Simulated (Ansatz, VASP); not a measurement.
## One calculation of AlCo, two programs

Contents of INCAR:

```
  PREC = Accurate
  ENCUT = 520
  EDIFF = 1E-7
  ISMEAR = 0
  SIGMA = 0.15
  LREAL = False
  LASPH = True
  NELM = 100
  ALGO = Normal
  ISIF = 2
  LWAVE = False
  LCHARG = False
  GGA = PS
  NBANDS = 13
```

KPOINTS

```
Automatic mesh
0
Gamma
  16 16 16
```

Contents of POSCAR:

```
AlCo
1.0
    2.8194032100      0.0000000000      0.0000000000
    0.0000000000      2.8194032100      0.0000000000
    0.0000000000      0.0000000000      2.8194032100
Al Co
1 1
Direct
    0.0000000000      0.0000000000      0.0000000000
    0.5133006871      0.5000000000      0.5000000000
```

Input for Ansatz:

```yaml
crystal:
  lattice:
    - [2.81940321, 0.0, 0.0]
    - [0.0, 2.81940321, 0.0]
    - [0.0, 0.0, 2.81940321]
  atoms:
    - { symbol: Al, position: [0.0, 0.0, 0.0] }
    - { symbol: Co, position: [0.5133006871, 0.5, 0.5] }
basis:
  ecutwfc: 420
kpoints:
  mp_grid: { grid: [16, 16, 16] }
hamiltonian:
  xc: pbesol
scf:
  occupations: { method: gaussian, width: 0.15 }
output:
  forces: true
  stress: true
  eigenvalues: true
```

Change from the starting cell: all Co atoms moved +0.037 Å, as atom 2 along Cartesian [1 0 0].

Alike in both runs: task single point; functional PBEsol; k mesh 16 × 16 × 16; occupations gaussian, width 0.15 eV; no spin polarisation.

|  | VASP | Ansatz |
| --- | --- | --- |
| version | VASP 6.6.1 | Ansatz 0.2.0 |
| potentials or method | VASP PAW PBE potentials, release 64 (Al, Co), cutoff 520 eV | scalar-relativistic, plane waves, PAW |
| valence electrons in the cell | 12 | 20 |

```tsv
	VASP	Ansatz	Ansatz less VASP
gap on the k mesh at the Fermi level (eV)	none	none	-
pressure (GPa)	0.9	0.8	-0.10
traceless stress, the component that is largest in VASP (GPa)	-0.06	-0.06	+0.001
rms of the force components (eV/Å)	0.174	0.172	-0.0013
```

VASP's potentials were made for PBE, not for PBEsol. Atom by atom the forces differ by 0.001 eV/Å (rms over components). A gap of «none» marks a metal or a gap that the smearing closes. VASP's potentials hold 12 valence electrons a cell and Ansatz's 20, so a difference there can come from the potentials and not from the codes.
